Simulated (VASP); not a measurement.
A run of VASP 6.6.1:

Contents of INCAR:

```
  PREC = Accurate
  ENCUT = 600
  EDIFF = 1E-6
  ISMEAR = 0
  SIGMA = 0.1
  LREAL = False
  LASPH = True
  NELM = 60
  ALGO = Fast
  ISIF = 3
  LWAVE = False
  LCHARG = False
  IBRION = 2
  NSW = 100
  EDIFFG = -0.005
```

Contents of KPOINTS:

```
regular mesh
0
Gamma
  12 12 12
```

POSCAR

```
TiRh3
1.0
    3.7708808006      0.0000000000      0.0000000000
    0.0000000000      3.7708808006      0.0000000000
    0.0000000000      0.0000000000      3.7708808006
Ti Rh
1 3
Direct
    0.0000000000      0.0000000000      0.0000000000
    0.0000000000      0.5000000000      0.5000000000
    0.5000000000      0.0000000000      0.5000000000
    0.5000000000      0.5000000000      0.0000000000
```

Potentials or basis: VASP PAW LDA potentials, release 64 (Ti_sv, Rh_pv).

Launch:

```sh
$ cat potpaw_LDA.64/Ti_sv/POTCAR potpaw_LDA.64/Rh_pv/POTCAR > POTCAR
$ mpirun -np 1 vasp_std > vasp.out
```

Hardware: 1 thread of Intel(R) Xeon(R) Platinum 8488C (Sapphire Rapids), on a shared host.

**Question.** Estimate the wall time of this run.

**Answer.** It took 5.8 min on 1 thread of Intel(R) Xeon(R) Platinum 8488C (Sapphire Rapids), on a shared host, peak memory 0.27 GiB. Counts: scf iterations 47, k points 84, ion steps 3.
